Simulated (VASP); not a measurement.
# W (Fm-3m) in VASP: single point with r2SCAN

Aim: the single point of W with r2SCAN.

All numbers are computed with VASP 6.6.1; they aren't measurements. Logs are shortened: lines on timing, memory, paths and dates and some standing lists are left out, and cuts for length are marked.

### Step 1. The cell of the first run

Symmetry: Fm-3m, No. 225, cubic system. Conventional cell: a = 4.113 Å, b = 4.113 Å, c = 4.113 Å, α = 90.00°, β = 90.00°, γ = 90.00°. W (site symmetry m-3m) has 12 W at 2.91 Å within 3.8 Å.

This isn't the form of W at room conditions, which is bcc.

### Step 2. Single point, r2SCAN (17.40 Å³/atom)

File POSCAR:

```
W
1.0
    0.0000000000      2.0567135898      2.0567135898
    2.0567135898      0.0000000000      2.0567135898
    2.0567135898      2.0567135898      0.0000000000
W
1
Direct
    0.0000000000      0.0000000000      0.0000000000
```

File INCAR.step1:

```
PREC = Accurate
ENCUT = 550
ISMEAR = -1
SIGMA = 0.05
LREAL = False
LASPH = True
NELM = 120
NBANDS = 13
GGA = PE
ALGO = Normal
EDIFF = 1E-5
LWAVE = True
LCHARG = False
GGA_COMPAT = False
```

File INCAR.step2:

```
PREC = Accurate
ENCUT = 550
EDIFF = 1E-6
ISMEAR = -1
SIGMA = 0.05
LREAL = False
LASPH = True
NELM = 120
ALGO = Normal
ISIF = 2
LWAVE = False
LCHARG = True
METAGGA = R2SCAN
LMIXTAU = True
LELF = True
LVHAR = True
NBANDS = 13
ISTART = 1
GGA_COMPAT = False
```

File KPOINTS:

```
Automatic mesh
0
Gamma
  14 14 14
```

Potentials or basis: VASP PAW PBE potentials, release 64 (W_sv).

On the command line:

```sh
$ cat potpaw_PBE.64/W_sv/POTCAR > POTCAR
$ cp INCAR.step1 INCAR
$ mpirun -np 1 vasp_std > vasp.out
$ cp INCAR.step2 INCAR
$ mpirun -np 1 vasp_std > vasp.out
```

OUTCAR:

```text
PREC = Accurate
   ENCUT = 550
   EDIFF = 1E-6
   ISMEAR = -1
   LREAL = False
   LASPH = True
   NELM = 120
   ISIF = 2
   METAGGA = R2SCAN
   ISTART = 1

 ion  position               nearest neighbor table
   1  0.000  0.000  0.000-

  LATTYP: Found a face centered cubic cell.
 ALAT       =     4.1134271796

  Lattice vectors:

 A1 = (   0.0000000000,   2.0567135898,   2.0567135898)
 A2 = (   2.0567135898,   0.0000000000,   2.0567135898)
 A3 = (   2.0567135898,   2.0567135898,   0.0000000000)

Analysis of symmetry for initial positions (statically):
=====================================================================
 Subroutine PRICEL returns:
 Original cell was already a primitive cell.

 Routine SETGRP: Setting up the symmetry group for a
 face centered cubic supercell.

 Subroutine GETGRP returns: Found 48 space group operations
 (whereof 48 operations were pure point group operations)
 out of a pool of 48 trial point group operations.

The static configuration has the point symmetry O_h .

Analysis of symmetry for dynamics (positions and initial velocities):
=====================================================================
 Subroutine PRICEL returns:
 Original cell was already a primitive cell.

 Routine SETGRP: Setting up the symmetry group for a
 face centered cubic supercell.

 Subroutine GETGRP returns: Found 48 space group operations
 (whereof 48 operations were pure point group operations)
 out of a pool of 48 trial point group operations.

The dynamic configuration has the point symmetry O_h .

 Subroutine INISYM returns: Found 48 space group operations
 (whereof 48 operations are pure point group operations),
 and found     1 'primitive' translations

----------------------------------------------------------------------------------------

                                     Primitive cell

  volume of cell :      17.4001

  direct lattice vectors                    reciprocal lattice vectors
     0.000000000  2.056713590  2.056713590    -0.243106285  0.243106285  0.243106285
     2.056713590  0.000000000  2.056713590     0.243106285 -0.243106285  0.243106285
     2.056713590  2.056713590  0.000000000     0.243106285  0.243106285 -0.243106285

  length of vectors
     2.908632253  2.908632253  2.908632253     0.421072437  0.421072437  0.421072437

  position of ions in fractional coordinates (direct lattice)
     0.000000000  0.000000000  0.000000000

  ion indices of the primitive-cell ions
   primitive index   ion index
                 1           1

----------------------------------------------------------------------------------------

 KPOINTS: Automatic mesh

Automatic generation of k-mesh.
 Grid dimensions read from file:
 generate k-points for:   14   14   14

 Generating k-lattice:

  Cartesian coordinates                     Fractional coordinates (reciprocal lattice)
    -0.017364735  0.017364735  0.017364735     0.071428571  0.000000000  0.000000000
     0.017364735 -0.017364735  0.017364735     0.000000000  0.071428571  0.000000000
     0.017364735  0.017364735 -0.017364735     0.000000000  0.000000000  0.071428571

  Length of vectors
     0.030076603  0.030076603  0.030076603

  Shift w.r.t. Gamma in fractional coordinates (k-lattice)
     0.000000000  0.000000000  0.000000000

 Subroutine IBZKPT returns following result:
 ===========================================

 Found    104 irreducible k-points:

 Following reciprocal coordinates:
            Coordinates               Weight
  0.000000  0.000000  0.000000      1.000000
  0.071429  0.000000  0.000000      8.000000
  0.142857  0.000000  0.000000      8.000000
  0.214286  0.000000  0.000000      8.000000
  0.285714  0.000000  0.000000      8.000000
  0.357143  0.000000  0.000000      8.000000
[... 16 lines left out ...]
  0.214286  0.142857  0.000000     24.000000
  0.285714  0.142857  0.000000     24.000000
 [... further k-points ...]
   k-points           NKPTS =    104   k-points in BZ     NKDIM =    104   number of bands    NBANDS=     13
   number of dos      NEDOS =    301   number of ions     NIONS =      1
   total plane-waves  NPLWV =  13824
   dimension x,y,z NGX =    24 NGY =   24 NGZ =   24
   dimension x,y,z NGXF=    48 NGYF=   48 NGZF=   48
   ions per type =               1
   NGX,Y,Z   is equivalent  to a cutoff of  13.72, 13.72, 13.72 a.u.
   NGXF,Y,Z  is equivalent  to a cutoff of  27.43, 27.43, 27.43 a.u.
 SYSTEM =  unknown system
   PREC   = accura    normal or accurate (medium, high low for compatibility)
   ISTART =      1    job   : 0-new  1-cont  2-samecut
   ICHARG =      0    charge: 1-file 2-atom 10-const
   ISPIN  =      1    spin polarized calculation?
   LNONCOLLINEAR =      F non collinear calculations
   LSORBIT =      F    spin-orbit coupling
   LASPH  =      T    aspherical Exc in radial PAW
   ENCUT  =  550.0 eV  40.42 Ry    6.36 a.u.   5.56  5.56  5.56*2*pi/ulx,y,z
   NELM   =    120;   NELMIN=  2; NELMDL=  0     # of ELM steps
   EDIFF  = 0.1E-05   stopping-criterion for ELM
   LREAL  =      F    real-space projection
   EDIFFG = 0.1E-04   stopping-criterion for IOM
   NSW    =      0    number of steps for IOM
   IBRION =     -1    ionic relax: 0-MD 1-quasi-New 2-CG
   NFREE  =      0    steps in history (QN), initial steepest desc. (CG)
   ISIF   =      2    stress and relaxation
   ISYM   =      2    0-nonsym 1-usesym 2-fastsym
   POTIM  = 0.5000    time-step for ionic-motion
   TEBEG  =    0.0;   TEEND  =   0.0 temperature during run
   PSTRESS=    0.0 pullay stress
   NELECT =      14.0000    total number of electrons
   NUPDOWN=      -1.0000    fix difference up-down
   EMIN   =  10.00;   EMAX   =-10.00  energy-range for DOS
   EFERMI =   0.00;   METHOD = LEGACY
   ISMEAR =    -1;   SIGMA  =   0.05  broadening in eV -4-tet -1-fermi 0-gaus
   EFERMI_NEDOS =   21; number of points for ismear=-14 and -15
   IALGO  =     38    algorithm
   IMIX   =      4    mixing-type and parameters
     AMIX     =   0.40;   BMIX     =  1.00
     AMIX_MAG =   1.60;   BMIX_MAG =  1.00
  volume/ion in A,a.u.               =      17.40       117.42
  Fermi-wavevector in a.u.,A,eV,Ry     =   1.522651  2.877393 31.544644  2.318466
  Thomas-Fermi vector in A             =   2.631201
   LORBIT       =      0    0 simple, 1 ext, 2 COOP (PROOUT), +10 PAW based schemes
   METAGGA = R2SCAN    functional components
   LHFCALC =     F    Hartree Fock is set to
   AEXX    =    0.0000 exact exchange contribution
   IVDW    =     0    specifies the selected vdW correction
   LEPSILON=     F    determine dielectric tensor
   LRPA    =     F    only Hartree local field effects (RPA)
 non-spin polarized calculation
  energy-cutoff  :      550.00
  volume of cell :       17.40
 maximum number of plane-waves:       532
 NGX is ok and might be reduce to    24
   NGX = 11   NGY = 11   NGZ = 11

 number of electron      13.9999999 magnetization

 Free energy of the ion-electron system (eV)
  ---------------------------------------------------
  ext. energy  EPLUGINS =         0.00000000
  ---------------------------------------------------
  free energy    TOTEN  =       -50.73579828 eV

  energy without entropy =      -50.72399189  energy(sigma->0) =      -50.72989508

 E-fermi :   9.5500     XC(G=0): -14.3636

 val. band max:        9.5442905617   @ k =  -0.4286   0.1429   0.0000
 cond. band min:       9.5689042258   @ k =   0.2143   0.0714   0.0000
 fundamental gap:      0.0246136641
 Fermi energy:         9.5500170860

 k-point     1 :       0.0000    0.0000    0.0000
  band No.  band energies     occupation
      1     -66.1894      2.00000
      2     -29.1954      2.00000
      3     -29.1954      2.00000
      4     -29.1954      2.00000
      5       0.3867      2.00000
      6       9.0351      1.99993
      7       9.0351      1.99993
      8       9.0351      1.99993
      9      12.1599      0.00000
     10      12.1599      0.00000
     11      22.8471      0.00000
     12      28.2218      0.00000
     13      28.2218      0.00000

 k-point     2 :       0.0714    0.0000    0.0000
  band No.  band energies     occupation
      1     -66.1849      2.00000
      2     -29.2480      2.00000
      3     -29.2022      2.00000
      4     -29.2022      2.00000
      5       0.6048      2.00000
      6       8.8655      2.00000
      7       9.1355      1.99950
      8       9.1355      1.99950
      9      12.0728      0.00000
     10      12.0728      0.00000
     11      23.2809      0.00000
     12      27.2226      0.00000
     13      28.6225      0.00000

 k-point     3 :       0.1429    0.0000    0.0000
  band No.  band energies     occupation
      1     -66.1722      2.00000
      2     -29.3935      2.00000
      3     -29.2211      2.00000
      4     -29.2211      2.00000
      5       1.2234      2.00000
      6       8.4624      2.00000
      7       9.3708      1.94603
      8       9.3708      1.94603
      9      11.9198      0.00000
     10      11.9198      0.00000
     11      24.3073      0.00000
     12      25.6772      0.00000
     13      29.7610      0.00000

 k-point     4 :       0.2143    0.0000    0.0000
  band No.  band energies     occupation
      1     -66.1537      2.00000
      2     -29.5993      2.00000
      3     -29.2483      2.00000
      4     -29.2483      2.00000
      5       2.1216      2.00000
      6       8.0715      2.00000
      7       9.5240      1.25454
      8       9.5240      1.25453
      9      12.0005      0.00000
     10      12.0005      0.00000
     11      23.6949      0.00000
     12      26.0806      0.00000
     13      31.4779      0.00000

 k-point     5 :       0.2857    0.0000    0.0000
  band No.  band energies     occupation
      1     -66.1332      2.00000
      2     -29.8219      2.00000
      3     -29.2783      2.00000
      4     -29.2783      2.00000
      5       3.0526      2.00000
      6       7.9975      2.00000
      7       9.4157      1.87241
      8       9.4157      1.87241
      9      12.5402      0.00000
     10      12.5402      0.00000
     11      22.3711      0.00000
     12      26.1071      0.00000
     13      32.7862      0.00000
[... 257 lines left out ...]
 k-point    22 :       0.1429    0.1429    0.0000
  band No.  band energies     occupation
      1     -66.1665      2.00000
      2     -29.3880      2.00000
      3     -29.2648      2.00000
      4     -29.2648      2.00000
      5       1.5054      2.00000
      6       8.0331      2.00000
      7       9.7152      0.07083
      8       9.7152      0.07083
      9      10.9419      0.00000
     10      12.5319      0.00000
     11      25.0233      0.00000
     12      26.8478      0.00000
     13      28.7994      0.00000

 k-point    23 :       0.2143    0.1429    0.0000
  band No.  band energies     occupation
      1     -66.1527      2.00000
      2     -29.5216      2.00000
      3     -29.2991      2.00000
      4     -29.2911      2.00000
      5       2.1919      2.00000
      6       7.6137      2.00000
      7       9.8215      0.00874
      8      10.0404      0.00011
      9      10.7627      0.00000
     10      12.7295      0.00000
     11      25.8335      0.00000
     12      26.3226      0.00000
     13      29.1567      0.00000

 k-point    24 :       0.2857    0.1429    0.0000
  band No.  band energies     occupation
      1     -66.1348      2.00000
      2     -29.7039      2.00000
      3     -29.3330      2.00000
      4     -29.3229      2.00000
      5       3.0964      2.00000
      6       7.3083      2.00000
      7       9.3071      1.98459
      8      10.1773      0.00001
      9      11.5069      0.00000
     10      13.1332      0.00000
     11      24.4514      0.00000
     12      27.2328      0.00000
     13      29.5024      0.00000

 [... further k-points ...]
[... 5 lines left out ...]
  --------------------------------------------------------------------------------------
  -------------------------------------------------------------------------------------
  Total       -1.9020778     -1.9020778     -1.9020778      0.0000000     -0.0000000      0.0000000
  in kB     -175.1408342   -175.1408342   -175.1408342      0.0000000     -0.0000000      0.0000000
  external PRESSURE =    -175.1408342 kB  Pullay stress =       0.0000000 kB

 VOLUME and BASIS-vectors are now :
 -----------------------------------------------------------------------------
  energy-cutoff  :      550.00
  volume of cell :       17.40
      direct lattice vectors                 reciprocal lattice vectors
     0.000000000  2.056713590  2.056713590    -0.243106285  0.243106285  0.243106285
     2.056713590  0.000000000  2.056713590     0.243106285 -0.243106285  0.243106285
     2.056713590  2.056713590  0.000000000     0.243106285  0.243106285 -0.243106285

 POSITION                                       TOTAL-FORCE (eV/Angst)
 -----------------------------------------------------------------------------------
      0.00000      0.00000      0.00000         0.000000      0.000000      0.000000
 -----------------------------------------------------------------------------------
    total drift:                               -0.000000      0.000000     -0.000000

  FREE ENERGIE OF THE ION-ELECTRON SYSTEM (eV)
  ---------------------------------------------------
  free  energy   TOTEN  =       -50.7357982797 eV

  energy  without entropy=      -50.7239918854  energy(sigma->0) =      -50.72989508
```

Run time: 1.8 min. Hardware: 1 thread of Intel Xeon 8259CL, shared host; peak memory 0.16 GiB.

Results:

```
Free energy            : -50.7358 eV
Pressure               : -17.5 GPa
Band gap on the k mesh : zero (bands 7 and 8 overlap by 3.22 eV)
```

Caveat: the cell stands under tension; the PAW data sets were made with another functional, which shifts forces and pressure a little; spin-orbit coupling is left out, which moves the levels of the heavy elements.

The gap in the log of VASP goes by the Fermi energy; the results here count the filled bands.